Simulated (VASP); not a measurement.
# Au in VASP: notebook

Aim: see how the results for Au move with the level of theory and the settings. Levels: LDA, r2SCAN+rVV10, r2SCAN+U, PBE. Tasks: single point, relaxation of cell and atoms.

All numbers are computed with VASP 6.6.1; they aren't measurements. Logs are shortened: lines on timing, memory, paths and dates and some standing lists are left out, and cuts for length are marked.

## (1) The cell of the first run

It takes space group Fm-3m (No. 225, cubic). The conventional cell has a = 4.070 Å, b = 4.070 Å, c = 4.070 Å, α = 90.00°, β = 90.00°, γ = 90.00°. Within 3.8 Å of Au (site symmetry m-3m) lie 12 Au at 2.88 Å.

## (2) Single point, LDA, non-collinear spin, zero start, spin-orbit coupling

The input, INCAR:

```
SYSTEM = Au
ALGO = Fast ; EDIFF = 1E-7
ENCUT = 520 ; GGA = CA
GGA_COMPAT = .FALSE. ; ISIF = 2
ISMEAR = -1 ; LASPH = .TRUE.
LCHARG = .FALSE. ; LMAXMIX = 4
LNONCOLLINEAR = .TRUE. ; LORBIT = 11
LORBMOM = .TRUE. ; LREAL = .FALSE.
LSORBIT = .TRUE. ; LWAVE = .FALSE.
MAGMOM = 0 0 0 ; NBANDS = 22
NELM = 150 ; PREC = Accurate
SIGMA = 0.05
```

The input, KPOINTS:

```
k-points
0
G
  11 11 11
  0 0 0
```

The input, POSCAR:

```
Au
1.0
    0.0000000000      2.0350000000      2.0350000000
    2.0350000000      0.0000000000      2.0350000000
    2.0350000000      2.0350000000      0.0000000000
Au
1
Direct
    0.0000000000      0.0000000000      0.0000000000
```

Potentials or basis: VASP PAW LDA potentials, release 64 (Au).

Run with:

```sh
$ cat potpaw_LDA.64/Au/POTCAR > POTCAR
$ mpirun -np 1 vasp_ncl > vasp.out
```

OUTCAR:

```text
SYSTEM = Au
   EDIFF = 1E-7
   ENCUT = 520
   GGA = CA
   ISIF = 2
   ISMEAR = -1
   LASPH = .TRUE.
   LNONCOLLINEAR = .TRUE.
   LORBIT = 11
   LREAL = .FALSE.
   LSORBIT = .TRUE.
   NELM = 150
   PREC = Accurate

 ion  position               nearest neighbor table
   1  0.000  0.000  0.000-

  LATTYP: Found a face centered cubic cell.
 ALAT       =     4.0700000000

  Lattice vectors:

 A1 = (   0.0000000000,   2.0350000000,   2.0350000000)
 A2 = (   2.0350000000,   0.0000000000,   2.0350000000)
 A3 = (   2.0350000000,   2.0350000000,   0.0000000000)

Analysis of symmetry for initial positions (statically):
=====================================================================
 Subroutine PRICEL returns:
 Original cell was already a primitive cell.

 Routine SETGRP: Setting up the symmetry group for a
 face centered cubic supercell.

 Subroutine GETGRP returns: Found 48 space group operations
[... 9 lines left out ...]

 Routine SETGRP: Setting up the symmetry group for a
 face centered cubic supercell.

 Subroutine GETGRP returns: Found 48 space group operations
 (whereof 48 operations were pure point group operations)
 out of a pool of 48 trial point group operations.

The dynamic configuration has the point symmetry O_h .

Analysis of structural, dynamic, and magnetic symmetry:
=====================================================================
 Subroutine PRICEL returns:
 Original cell was already a primitive cell.

 Routine SETGRP: Setting up the symmetry group for a
 face centered cubic supercell.

 Subroutine GETGRP returns: Found 48 space group operations
 (whereof 48 operations were pure point group operations)
 out of a pool of 48 trial point group operations.

The overall configuration has the point symmetry O_h .

 Subroutine INISYM returns: Found 48 space group operations
[... 5 lines left out ...]
                                     Primitive cell

  volume of cell :      16.8548

  direct lattice vectors                    reciprocal lattice vectors
     0.000000000  2.035000000  2.035000000    -0.245700246  0.245700246  0.245700246
     2.035000000  0.000000000  2.035000000     0.245700246 -0.245700246  0.245700246
     2.035000000  2.035000000  0.000000000     0.245700246  0.245700246 -0.245700246

  length of vectors
     2.877924599  2.877924599  2.877924599     0.425565309  0.425565309  0.425565309

  position of ions in fractional coordinates (direct lattice)
     0.000000000  0.000000000  0.000000000

  ion indices of the primitive-cell ions
   primitive index   ion index
                 1           1

[... 132 lines left out ...]
 k-point     1 :       0.0000    0.0000    0.0000
  band No.  band energies     occupation
      1      -0.5582      1.00000
      2      -0.5582      1.00000
      3       4.0755      1.00000
      4       4.0755      1.00000
      5       4.0755      1.00000
      6       4.0755      1.00000
[... 589 lines left out ...]
     21      31.4318      0.00000
     22      31.4318      0.00000

 [... further k-points ...]

------------------------ aborting loop because EDIFF is reached ----------------------------------------

  FORCE on cell =-STRESS in cart. coord.  units (eV):
  Direction    XX          YY          ZZ          XY          YZ          ZX
  --------------------------------------------------------------------------------------
  -------------------------------------------------------------------------------------
  Total       -0.3994479     -0.3994479     -0.3994479     -0.0000000      0.0000000      0.0000000
  in kB      -37.9706056    -37.9706056    -37.9706056     -0.0000000      0.0000000      0.0000000
  external PRESSURE =     -37.9706056 kB  Pullay stress =       0.0000000 kB

 VOLUME and BASIS-vectors are now :
 -----------------------------------------------------------------------------
  energy-cutoff  :      520.00
  volume of cell :       16.85
      direct lattice vectors                 reciprocal lattice vectors
     0.000000000  2.035000000  2.035000000    -0.245700246  0.245700246  0.245700246
     2.035000000  0.000000000  2.035000000     0.245700246 -0.245700246  0.245700246
     2.035000000  2.035000000  0.000000000     0.245700246  0.245700246 -0.245700246

 POSITION                                       TOTAL-FORCE (eV/Angst)
 -----------------------------------------------------------------------------------
      0.00000      0.00000      0.00000        -0.000000     -0.000000     -0.000000
 -----------------------------------------------------------------------------------
    total drift:                                0.000000      0.000000     -0.000000

  FREE ENERGIE OF THE ION-ELECTRON SYSTEM (eV)
  ---------------------------------------------------
  free  energy   TOTEN  =        -4.7498758452 eV

  energy  without entropy=       -4.7473887347  energy(sigma->0) =       -4.74863229

 orbital moment (x)

 # of ion     p       d       tot
 ----------------------------------------
  1         0.000   0.000   0.000
 ----------------------------------------
            0.000   0.000   0.000

 orbital moment (y)

 # of ion     p       d       tot
 ----------------------------------------
  1         0.000  -0.000  -0.000
 ----------------------------------------
            0.000  -0.000  -0.000

 orbital moment (z)

 # of ion     p       d       tot
 ----------------------------------------
  1         0.000   0.000   0.000
 ----------------------------------------
            0.000   0.000   0.000

 Spin-Orbit-Coupling matrix elements

 Ion:    1  E_soc:     -0.5991341
 l=   1
     0.0000000    -0.0277828    -0.0277828
    -0.0277828     0.0000000    -0.0277828
    -0.0277828    -0.0277828     0.0000000
 l=   2
     0.0000000    -0.0155707     0.0000000    -0.0155707    -0.0565022
    -0.0155707     0.0000000    -0.0423767    -0.0155707    -0.0141256
     0.0000000    -0.0423767     0.0000000    -0.0423767     0.0000000
    -0.0155707    -0.0155707    -0.0423767     0.0000000    -0.0141256
    -0.0565022    -0.0141256     0.0000000    -0.0141256     0.0000000
 l=   3
     0.0000000     0.0000000     0.0000000     0.0000000     0.0000000     0.0000000     0.0000000
     0.0000000     0.0000000     0.0000000     0.0000000     0.0000000     0.0000000     0.0000000
     0.0000000     0.0000000     0.0000000     0.0000000     0.0000000     0.0000000     0.0000000
     0.0000000     0.0000000     0.0000000     0.0000000     0.0000000     0.0000000     0.0000000
     0.0000000     0.0000000     0.0000000     0.0000000     0.0000000     0.0000000     0.0000000
     0.0000000     0.0000000     0.0000000     0.0000000     0.0000000     0.0000000     0.0000000
     0.0000000     0.0000000     0.0000000     0.0000000     0.0000000     0.0000000     0.0000000

 total charge

# of ion       s       p       d       tot
------------------------------------------
    1        0.546   0.384   8.736   9.666

 magnetization (x)

# of ion       s       p       d       tot
------------------------------------------
    1       -0.000   0.000   0.000  -0.000

 magnetization (y)

# of ion       s       p       d       tot
------------------------------------------
    1       -0.000  -0.000   0.000  -0.000

 magnetization (z)

# of ion       s       p       d       tot
------------------------------------------
    1        0.000  -0.000   0.000  -0.000
```

It took 50 s on 1 thread of Intel Xeon Platinum 8259CL at 2.50GHz (Skylake/Cascade Lake), shared host; peak memory 0.19 GiB.

What came out:

```yaml
Free_energy: -4.7499 eV
Pressure: -3.8 GPa
Net_moment: 0.00 μB per cell
Valence_electrons_inside_the_program's_atomic_spheres: Au 9.67
```

Moments on the atoms (μB; x, y, z):
```
Au  0.00 0.00 0.00
```

## (3) Relaxation of cell and atoms, r2SCAN+rVV10

POSCAR is that of step 2.

The input, INCAR.step1:

```
SYSTEM = Au
PREC = Accurate ; ENCUT = 600
ISMEAR = -1 ; SIGMA = 0.05
LREAL = .False. ; LASPH = .True.
NELM = 80 ; GGA = PE
ALGO = Normal ; EDIFF = 1E-4
LWAVE = .True. ; LCHARG = .False.
```

The input, INCAR.step2:

```
SYSTEM = Au
PREC = Accurate ; ENCUT = 600
EDIFF = 1E-7 ; ISMEAR = -1
SIGMA = 0.05 ; LREAL = .False.
LASPH = .True. ; NELM = 80
ALGO = Normal ; ISIF = 3
LWAVE = .False. ; LCHARG = .False.
METAGGA = R2SCAN ; LMIXTAU = .True.
LUSE_VDW = .True. ; IVDW_NL = 2
BPARAM = 11.95 ; CPARAM = 0.0093
IBRION = 2 ; NSW = 60
EDIFFG = -0.01 ; ISTART = 1
```

The input, KPOINTS:

```
Automatic mesh
0
Gamma
  11 11 11
  0 0 0
```

Potentials or basis: VASP PAW PBE potentials, release 64 (Au).

Run with:

```sh
$ cat potpaw_PBE.64/Au/POTCAR > POTCAR
$ cp INCAR.step1 INCAR
$ mpirun -np 1 vasp_std > vasp.out
$ cp INCAR.step2 INCAR
$ mpirun -np 1 vasp_std > vasp.out
```

Run time: 3.2 min. Hardware: 1 thread of Intel Xeon Platinum 8259CL at 2.50GHz (Skylake/Cascade Lake), shared host; peak memory 0.22 GiB.

Results (log left out):

* Free energy: -50.3950 eV
* Relaxed volume: 17.36 Å³/atom
* Relaxed cell: a = 2.907 Å, b = 2.907 Å, c = 2.907 Å, α = 60.00°, β = 60.00°, γ = 60.00°
* Space group after relaxing (to 0.05 Å): Fm-3m (No. 225)
* Energy gained by relaxing: 8.0 meV/atom
* Ionic steps: 3
* Pressure after relaxing: 0.0 GPa

Step by step:
```tsv
step	energy change (eV)	largest force (eV/Å)	pressure (GPa)	volume (Å³)
1	0.0000	0.0000	5.31	16.85
2	0.0135	0.0000	-7.22	18.25
3	-0.0080	0.0000	-0.05	17.36
```

Final structure:
```
Au
1.0
     0.00000    2.05523    2.05523
     2.05523    0.00000    2.05523
     2.05523    2.05523    0.00000
Au
1
Cartesian
  0.0000 0.0000 0.0000
```

Levels at points of the mesh, in eV from the Fermi level:
| k point | band 2 | band 3 | band 4 | band 5 | band 6 | band 7 | band 8 | band 9 |
| --- | --- | --- | --- | --- | --- | --- | --- | --- |
| (0.00, 0.00, 0.00) | -4.96 | -4.96 | -4.96 | -3.47 | -3.47 | 15.20 | 19.19 | 19.19 |

Caveat: the PAW data sets were made with another functional, which shifts forces and pressure a little; spin-orbit coupling is left out, which moves the levels of the heavy elements. Zero-point motion and thermal expansion aren't in these numbers.

(Part 1 of 3 ends here.)
